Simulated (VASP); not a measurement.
Write the native input for VASP 6.6.1 that does the following.

| Property | Result |
| --- | --- |
| Task | single point |
| Functional | LDA |
| Potentials or basis | VASP PAW LDA potentials, release 64 (Ga_d, N) |
| Cutoff | 520 eV |
| k mesh | 10 × 10 × 10 |
| Occupations | gaussian, width 0.01 eV |
| Spin | no spin polarisation |
| Dipole correction | no |
| Further INCAR settings | ALGO = Normal; EDIFF = 1e-07; NBANDS = 16 |

The structure of GaN lies in POSCAR:

```
GaN
1.0
    2.1946664748      2.1946664748      0.0000000000
   -2.1946664748      2.1946664748      0.0000000000
    0.0000000000      2.1946664748      2.1946664748
Ga N
1 1
Direct
    0.0000000000      0.0000000000      0.0000000000
    0.2500000000      0.7500000000      0.5000000000
```

These files were run (other wordings do the same):

INCAR

```
SYSTEM = GaN
PREC = Accurate ; ENCUT = 520
EDIFF = 1E-7 ; ISMEAR = 0
SIGMA = 0.01 ; LREAL = .FALSE.
LASPH = .TRUE. ; NELM = 80
ALGO = Normal ; ISIF = 2
LWAVE = .FALSE. ; LCHARG = .FALSE.
GGA = CA ; NBANDS = 16
```

KPOINTS

```
regular mesh
0
G
  10 10 10
  0 0 0
```

Potentials or basis: VASP PAW LDA potentials, release 64 (Ga_d, N).

Command:

```sh
$ cat potpaw_LDA.64/Ga_d/POTCAR potpaw_LDA.64/N/POTCAR > POTCAR
$ mpirun -np 1 vasp_std > vasp.out
```

It gave:

```yaml
Pressure: 11.3 GPa
Band_gap_on_the_k_mesh: 2.26 eV, direct
```

It took 20 s on 1 thread of Intel Xeon 8259CL, on a shared host, peak memory 0.14 GiB.
